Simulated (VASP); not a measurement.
Set up this calculation in VASP 6.6.1, as the native input.

- Task: single point
- Functional: PBE
- Potentials or basis: VASP PAW PBE potentials, release 64 (Si)
- Cutoff: 520 eV
- k mesh: 4 × 4 × 4
- Occupations: gaussian, width 0.1 eV
- Spin: no spin polarisation
- Dipole correction: no
- Further INCAR settings: ALGO = Normal; EDIFF = 1e-07; NBANDS = 36

The structure of Si lies in POSCAR:

```
Si
1.0
   -2.9666793400      2.9666793400      4.7904356700
    2.9666793400     -2.9666793400      4.7904356700
    2.9666793400      2.9666793400     -4.7904356700
Si
12
Direct
    0.4753441000      0.6947535000      0.5000000000
    0.1947535000      0.9753441000      0.5000000000
    0.3052465000      0.8052465000      0.7805906100
    0.0246559000      0.5246559000      0.2194093900
    0.6947535000      0.1947535000      0.2194093900
    0.9753441000      0.4753441000      0.7805906100
    0.5246559000      0.3052465000      0.5000000000
    0.8052465000      0.0246559000      0.5000000000
    0.6218662800      0.6218662800      0.0000000000
    0.3781337200      0.3781337200      0.0000000000
    0.1218662800      0.1218662800      0.0000000000
    0.8781337200      0.8781337200      0.0000000000
```

These files were run (other wordings do the same):

INCAR

```
SYSTEM = Si
PREC     = Accurate       ! precision mode
ENCUT    = 520            ! plane-wave cutoff, eV
EDIFF    = 1E-7           ! SCF threshold, eV
ISMEAR   = 0              ! smearing method
SIGMA    = 0.1            ! smearing width, eV
LREAL    = .FALSE.        ! projectors in reciprocal space
LASPH    = .TRUE.         ! aspherical terms in the spheres
NELM     = 100            ! most SCF steps
ALGO     = Normal         ! electronic algorithm
ISIF     = 2              ! what is computed and relaxed
LWAVE    = .FALSE.        ! write WAVECAR
LCHARG   = .FALSE.        ! write CHGCAR
GGA      = PE             ! functional
NBANDS   = 36             ! bands
```

KPOINTS

```
regular mesh
0
G
  4 4 4
  0 0 0
```

Potentials or basis: VASP PAW PBE potentials, release 64 (Si).

The run is started by

```bash
$ cat potpaw_PBE.64/Si/POTCAR > POTCAR
$ mpirun -np 1 vasp_std > vasp.out
```

Results of the run:

| Item | Value |
| --- | --- |
| Pressure | 30.7 GPa |
| Largest force | 2.514 eV/Å |
| Band gap on the k mesh | zero (band 24 reaches 10.61 eV, above the bottom of band 25 at 9.33 eV) |

Caveat: the k points lie up to 0.37 Å⁻¹ apart; forces of over 1 eV/Å act on the atoms, so gaps and moduli don't describe the material at rest.

Wall time 49 s on 1 thread of Intel(R) Xeon(R) 6975P-C (Granite Rapids), on a shared host, peak memory 0.32 GiB.
